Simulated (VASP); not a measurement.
# Te2Mo (single layer cut from the bulk crystal) in VASP: single point with PBE

Aim: the single point of Te2Mo (single layer cut from the bulk crystal) with PBE.

Everything below comes from runs of VASP 6.6.1. Logs are shortened: lines on timing, memory, paths and dates and some standing lists are left out, and cuts for length are marked.

### Step 1. The cell of the first run

The cell holds a slab with vacuum, 3 atoms: a = 3.518 Å, b = 3.518 Å, c = 16.605 Å, α = 90.00°, β = 90.00°, γ = 120.00°.

### Step 2. Single point, PBE

The input, INCAR:

```
PREC     = Accurate       # precision mode
ENCUT    = 520            # plane-wave cutoff, eV
EDIFF    = 1E-6           # SCF threshold, eV
ISMEAR   = 0              # smearing method
SIGMA    = 0.05           # smearing width, eV
LREAL    = F              # projectors in reciprocal space
LASPH    = T              # aspherical terms in the spheres
NELM     = 60             # most SCF steps
ALGO     = Normal         # electronic algorithm
ISIF     = 2              # what is computed and relaxed
LWAVE    = F              # write WAVECAR
LCHARG   = F              # write CHGCAR
GGA      = PE             # functional
NBANDS   = 20             # bands
```

The input, KPOINTS:

```
regular mesh
0
Gamma
  24 24 1
```

The input, POSCAR:

```
Te2Mo
1.0
    3.5181997500      0.0000000000      0.0000000000
   -1.7590998800      3.0468503600      0.0000000000
    0.0000000000      0.0000000000     16.6051888000
Te Mo
2 1
Direct
    0.3333333300      0.6666666700      0.3914439100
    0.3333333300      0.6666666700      0.6085560900
    0.6666666700      0.3333333300      0.5000000000
```

Potentials or basis: VASP PAW PBE potentials, release 64 (Te, Mo_sv).

The run is started by

```sh
$ cat potpaw_PBE.64/Te/POTCAR potpaw_PBE.64/Mo_sv/POTCAR > POTCAR
$ mpirun -np 1 vasp_std > vasp.out
```

OUTCAR:

```text
PREC = Accurate
   ENCUT = 520
   EDIFF = 1E-6
   ISMEAR = 0
   LREAL = F
   LASPH = T
   NELM = 60
   ISIF = 2
   GGA = PE

 ion  position               nearest neighbor table
   1  0.333  0.667  0.391-   3 2.72   3 2.72   3 2.72   2 3.61
   2  0.333  0.667  0.609-   3 2.72   3 2.72   3 2.72   1 3.61
   3  0.667  0.333  0.500-   1 2.72   2 2.72   1 2.72   2 2.72   1 2.72   2 2.72

  LATTYP: Found a hexagonal cell.
 ALAT       =     3.5181997500
 C/A-ratio  =     4.7197970496

  Lattice vectors:

 A1 = (   3.5181997500,   0.0000000000,   0.0000000000)
 A2 = (  -1.7590998800,   3.0468503600,   0.0000000000)
 A3 = (   0.0000000000,   0.0000000000,  16.6051888000)

Analysis of symmetry for initial positions (statically):
=====================================================================
 Subroutine PRICEL returns:
 Original cell was already a primitive cell.

 Routine SETGRP: Setting up the symmetry group for a
 hexagonal supercell.

 Subroutine GETGRP returns: Found 12 space group operations
 (whereof 12 operations were pure point group operations)
 out of a pool of 24 trial point group operations.

The static configuration has the point symmetry D_3h.

Analysis of symmetry for dynamics (positions and initial velocities):
=====================================================================
 Subroutine PRICEL returns:
 Original cell was already a primitive cell.

 Routine SETGRP: Setting up the symmetry group for a
 hexagonal supercell.

 Subroutine GETGRP returns: Found 12 space group operations
 (whereof 12 operations were pure point group operations)
 out of a pool of 24 trial point group operations.

The dynamic configuration has the point symmetry D_3h.

 Subroutine INISYM returns: Found 12 space group operations
 (whereof 12 operations are pure point group operations),
 and found     1 'primitive' translations

----------------------------------------------------------------------------------------

                                     Primitive cell

  volume of cell :     177.9981

  direct lattice vectors                    reciprocal lattice vectors
     3.518199750  0.000000000  0.000000000     0.284236277  0.164103892  0.000000000
    -1.759099880  3.046850360  0.000000000     0.000000000  0.328207782  0.000000000
     0.000000000  0.000000000 16.605188800     0.000000000  0.000000000  0.060222140

  length of vectors
     3.518199750  3.518199753 16.605188800     0.328207783  0.328207782  0.060222140

  position of ions in fractional coordinates (direct lattice)
     0.333333330  0.666666670  0.391443910
     0.333333330  0.666666670  0.608556090
     0.666666670  0.333333330  0.500000000

  ion indices of the primitive-cell ions
   primitive index   ion index
                 1           1
                 2           2
                 3           3

----------------------------------------------------------------------------------------

 KPOINTS: regular mesh

Automatic generation of k-mesh.
 Grid dimensions read from file:
 generate k-points for:   24   24    1

 Generating k-lattice:

  Cartesian coordinates                     Fractional coordinates (reciprocal lattice)
     0.011843178  0.006837662  0.000000000     0.041666667  0.000000000  0.000000000
     0.000000000  0.013675324  0.000000000     0.000000000  0.041666667  0.000000000
     0.000000000  0.000000000  0.060222140     0.000000000  0.000000000  1.000000000

  Length of vectors
     0.013675324  0.013675324  0.060222140

  Shift w.r.t. Gamma in fractional coordinates (k-lattice)
     0.000000000  0.000000000  0.000000000

 Subroutine IBZKPT returns following result:
 ===========================================

 Found     61 irreducible k-points:

 Following reciprocal coordinates:
            Coordinates               Weight
  0.000000  0.000000  0.000000      1.000000
  0.041667 -0.000000  0.000000      6.000000
  0.083333 -0.000000  0.000000      6.000000
  0.125000  0.000000  0.000000      6.000000
  0.166667 -0.000000  0.000000      6.000000
  0.208333  0.000000  0.000000      6.000000
[... 16 lines left out ...]
  0.416667  0.041667  0.000000     12.000000
  0.458333  0.041667  0.000000     12.000000
 [... further k-points ...]
   k-points           NKPTS =     61   k-points in BZ     NKDIM =     61   number of bands    NBANDS=     20
   number of dos      NEDOS =    301   number of ions     NIONS =      3
   total plane-waves  NPLWV =  98784
   dimension x,y,z NGX =    28 NGY =   28 NGZ =  126
   dimension x,y,z NGXF=    56 NGYF=   56 NGZF=  252
   ions per type =               2   1
   NGX,Y,Z   is equivalent  to a cutoff of  13.23, 13.23, 12.61 a.u.
   NGXF,Y,Z  is equivalent  to a cutoff of  26.46, 26.46, 25.23 a.u.
 SYSTEM =  unknown system
   PREC   = accura    normal or accurate (medium, high low for compatibility)
   ISTART =      0    job   : 0-new  1-cont  2-samecut
   ICHARG =      2    charge: 1-file 2-atom 10-const
   ISPIN  =      1    spin polarized calculation?
   LNONCOLLINEAR =      F non collinear calculations
   LSORBIT =      F    spin-orbit coupling
   LASPH  =      T    aspherical Exc in radial PAW
   ENCUT  =  520.0 eV  38.22 Ry    6.18 a.u.   6.54  6.54 30.87*2*pi/ulx,y,z
   NELM   =     60;   NELMIN=  2; NELMDL= -5     # of ELM steps
   EDIFF  = 0.1E-05   stopping-criterion for ELM
   LREAL  =      F    real-space projection
   EDIFFG = 0.1E-04   stopping-criterion for IOM
   NSW    =      0    number of steps for IOM
   IBRION =     -1    ionic relax: 0-MD 1-quasi-New 2-CG
   NFREE  =      0    steps in history (QN), initial steepest desc. (CG)
   ISIF   =      2    stress and relaxation
   ISYM   =      2    0-nonsym 1-usesym 2-fastsym
   POTIM  = 0.5000    time-step for ionic-motion
   TEBEG  =    0.0;   TEEND  =   0.0 temperature during run
   PSTRESS=    0.0 pullay stress
   NELECT =      26.0000    total number of electrons
   NUPDOWN=      -1.0000    fix difference up-down
   EMIN   =  10.00;   EMAX   =-10.00  energy-range for DOS
   EFERMI =   0.00;   METHOD = LEGACY
   ISMEAR =     0;   SIGMA  =   0.05  broadening in eV -4-tet -1-fermi 0-gaus
   EFERMI_NEDOS =   21; number of points for ismear=-14 and -15
   IALGO  =     38    algorithm
   IMIX   =      4    mixing-type and parameters
     AMIX     =   0.40;   BMIX     =  1.00
     AMIX_MAG =   1.60;   BMIX_MAG =  1.00
  volume/ion in A,a.u.               =      59.33       400.40
  Fermi-wavevector in a.u.,A,eV,Ry     =   0.862172  1.629270 10.113773  0.743341
  Thomas-Fermi vector in A             =   1.979935
   LORBIT       =      0    0 simple, 1 ext, 2 COOP (PROOUT), +10 PAW based schemes
   GGA     = PE    functional components
   LHFCALC =     F    Hartree Fock is set to
   AEXX    =    0.0000 exact exchange contribution
   IVDW    =     0    specifies the selected vdW correction
   LEPSILON=     F    determine dielectric tensor
   LRPA    =     F    only Hartree local field effects (RPA)
 non-spin polarized calculation
 Gauss-broadening in eV      SIGMA  =   0.05
  energy-cutoff  :      520.00
  volume of cell :      178.00
 maximum number of plane-waves:      4861
 NGX is ok and might be reduce to    28
   NGX = 13   NGY = 13   NGZ = 61

 number of electron      26.0000001 magnetization

 Free energy of the ion-electron system (eV)
  ---------------------------------------------------
  ext. energy  EPLUGINS =         0.00000000
  ---------------------------------------------------
  free energy    TOTEN  =       -18.01211861 eV

  energy without entropy =      -18.01211861  energy(sigma->0) =      -18.01211861

 E-fermi :   0.8415     XC(G=0):  -5.0555

 val. band max:        0.5410786043   @ k =   0.3333   0.3333   0.0000
 cond. band min:       1.6851499213   @ k =   0.3333   0.3333   0.0000
 fundamental gap:      1.1440713170
 Fermi energy:         0.8415140485

 k-point     1 :       0.0000    0.0000    0.0000
  band No.  band energies     occupation
      1     -60.1065      2.00000
      2     -34.2757      2.00000
      3     -34.1478      2.00000
      4     -34.1478      2.00000
      5     -12.1284      2.00000
      6     -11.1659      2.00000
[... 12 lines left out ...]
     19       5.1972      0.00000
     20       6.2085      0.00000

 k-point     2 :       0.0417   -0.0000    0.0000
  band No.  band energies     occupation
      1     -60.1064      2.00000
      2     -34.2752      2.00000
      3     -34.1500      2.00000
      4     -34.1483      2.00000
      5     -12.1038      2.00000
      6     -11.1489      2.00000
[... 12 lines left out ...]
     19       5.2277      0.00000
     20       6.2679      0.00000

 k-point     3 :       0.0833   -0.0000    0.0000
  band No.  band energies     occupation
      1     -60.1059      2.00000
      2     -34.2737      2.00000
      3     -34.1566      2.00000
      4     -34.1498      2.00000
      5     -12.0306      2.00000
      6     -11.0981      2.00000
[... 12 lines left out ...]
     19       5.3169      0.00000
     20       6.3948      0.00000

 k-point     4 :       0.1250    0.0000    0.0000
  band No.  band energies     occupation
      1     -60.1051      2.00000
      2     -34.2714      2.00000
      3     -34.1670      2.00000
      4     -34.1522      2.00000
      5     -11.9105      2.00000
      6     -11.0148      2.00000
[... 12 lines left out ...]
     19       5.4616      0.00000
     20       6.5398      0.00000

 k-point     5 :       0.1667   -0.0000    0.0000
  band No.  band energies     occupation
      1     -60.1041      2.00000
      2     -34.2684      2.00000
      3     -34.1805      2.00000
      4     -34.1554      2.00000
      5     -11.7464      2.00000
      6     -10.9012      2.00000
[... 12 lines left out ...]
     19       5.6582      0.00000
     20       6.6989      0.00000
[... 353 lines left out ...]
      6     -10.1459      2.00000
[... 12 lines left out ...]
     19       6.4406      0.00000
     20       6.7278      0.00000

 k-point    22 :       0.3750    0.0417    0.0000
  band No.  band energies     occupation
      1     -60.0977      2.00000
      2     -34.2639      2.00000
      3     -34.2495      2.00000
      4     -34.1763      2.00000
      5     -10.3892      2.00000
      6      -9.9883      2.00000
[... 12 lines left out ...]
     19       6.7042      0.00000
     20       6.7317      0.00000

 k-point    23 :       0.4167    0.0417    0.0000
  band No.  band energies     occupation
      1     -60.0971      2.00000
      2     -34.2721      2.00000
      3     -34.2476      2.00000
      4     -34.1783      2.00000
      5     -10.1982      2.00000
      6      -9.8677      2.00000
[... 12 lines left out ...]
     19       6.6951      0.00000
     20       7.0208      0.00000

 k-point    24 :       0.4583    0.0417    0.0000
  band No.  band energies     occupation
      1     -60.0967      2.00000
      2     -34.2763      2.00000
      3     -34.2466      2.00000
      4     -34.1794      2.00000
      5     -10.0916      2.00000
      6      -9.8017      2.00000
[... 12 lines left out ...]
     19       6.7268      0.00000
     20       7.2184      0.00000

 [... further k-points ...]

------------------------ aborting loop because EDIFF is reached ----------------------------------------

  FORCE on cell =-STRESS in cart. coord.  units (eV):
  Direction    XX          YY          ZZ          XY          YZ          ZX
  --------------------------------------------------------------------------------------
  -------------------------------------------------------------------------------------
  Total        1.0819697      1.0819697      0.9837908     -0.0000000      0.0000000     -0.0000000
  in kB        9.7389080      9.7389080      8.8551906     -0.0000000      0.0000000     -0.0000000
  external PRESSURE =       9.4443355 kB  Pullay stress =       0.0000000 kB

 VOLUME and BASIS-vectors are now :
 -----------------------------------------------------------------------------
  energy-cutoff  :      520.00
  volume of cell :      178.00
      direct lattice vectors                 reciprocal lattice vectors
     3.518199750  0.000000000  0.000000000     0.284236277  0.164103892  0.000000000
    -1.759099880  3.046850360  0.000000000     0.000000000  0.328207782  0.000000000
     0.000000000  0.000000000 16.605188800     0.000000000  0.000000000  0.060222140

 POSITION                                       TOTAL-FORCE (eV/Angst)
 -----------------------------------------------------------------------------------
     -0.00000      2.03123      6.50000        -0.000000      0.000000     -0.276323
     -0.00000      2.03123     10.10519        -0.000000      0.000000      0.276323
      1.75910      1.01562      8.30259         0.000000     -0.000000      0.000000
 -----------------------------------------------------------------------------------
    total drift:                               -0.000026      0.000015      0.000000

  FREE ENERGIE OF THE ION-ELECTRON SYSTEM (eV)
  ---------------------------------------------------
  free  energy   TOTEN  =       -18.0121186125 eV

  energy  without entropy=      -18.0121186125  energy(sigma->0) =      -18.01211861
```

Run time: 3.4 min. Hardware: 1 thread of Intel Xeon Platinum 8488C (Sapphire Rapids), shared host; peak memory 0.44 GiB.

What came out:

```yaml
Free_energy: -18.0121 eV
Largest_force: 0.276 eV/Å
Band_gap_on_the_k_mesh: 1.14 eV, direct
```

Forces on the atoms (eV/Å):
```
Te   0.000  0.000 -0.276
Te   0.000  0.000  0.276
Mo   0.000  0.000  0.000
```

Caveat: spin-orbit coupling is left out, which moves the levels of the heavy elements.
